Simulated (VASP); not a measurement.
Wanted: the native input for a VASP 6.6.1 run.

| Quantity | Value |
| --- | --- |
| Task | single point |
| Functional | PBEsol |
| Dispersion | D4 |
| Potentials or basis | VASP PAW PBE potentials, release 64 (Ti_sv, C) |
| Cutoff | 520 eV |
| k mesh | 11 × 11 × 11 |
| Occupations | fermi-dirac, width 0.05 eV |
| Spin | no spin polarisation |
| Dipole correction | no |
| Further INCAR settings | ALGO = Normal; EDIFF = 1e-07; NBANDS = 15 |

The structure of TiC lies in POSCAR:

```
TiC
1.0
    0.0000000000      2.1390762947      2.1390762947
    2.1390762947      0.0000000000      2.1390762947
    2.1390762947      2.1390762947      0.0000000000
Ti C
1 1
Direct
    0.0000000000      0.0000000000      0.0000000000
    0.5000000000      0.5000000000      0.5000000000
```

One way to write it, as run:

INCAR

```
  ALGO = Normal
  EDIFF = 1E-7
  ENCUT = 520
  GGA = PS
  ISIF = 2
  ISMEAR = -1
  IVDW = 13
  LASPH = True
  LCHARG = False
  LREAL = False
  LWAVE = False
  NBANDS = 15
  NELM = 100
  PREC = Accurate
  SIGMA = 0.05
```

KPOINTS

```
k-points
0
Gamma
  11 11 11
```

Potentials or basis: VASP PAW PBE potentials, release 64 (Ti_sv, C).

Run with:

```sh
$ cat potpaw_PBE.64/Ti_sv/POTCAR potpaw_PBE.64/C/POTCAR > POTCAR
$ mpirun -np 1 vasp_std > vasp.out
```

Results of the run:

```yaml
Pressure: 0.3 GPa
Band_gap_on_the_k_mesh: zero (band 8 reaches 10.42 eV, above the bottom of band 9 at 9.33 eV)
Dispersion_energy_per_atom: -0.164 eV
```

Caveat: the PAW data sets were made with another functional, which shifts forces and pressure a little; pairwise dispersion overbinds metals, which lowers pressure and volume.

Run time: 13 s on 1 thread of Intel(R) Xeon(R) Platinum 8259CL CPU @ 2.50GHz (Skylake/Cascade Lake), with other jobs on the host, peak memory 0.14 GiB.
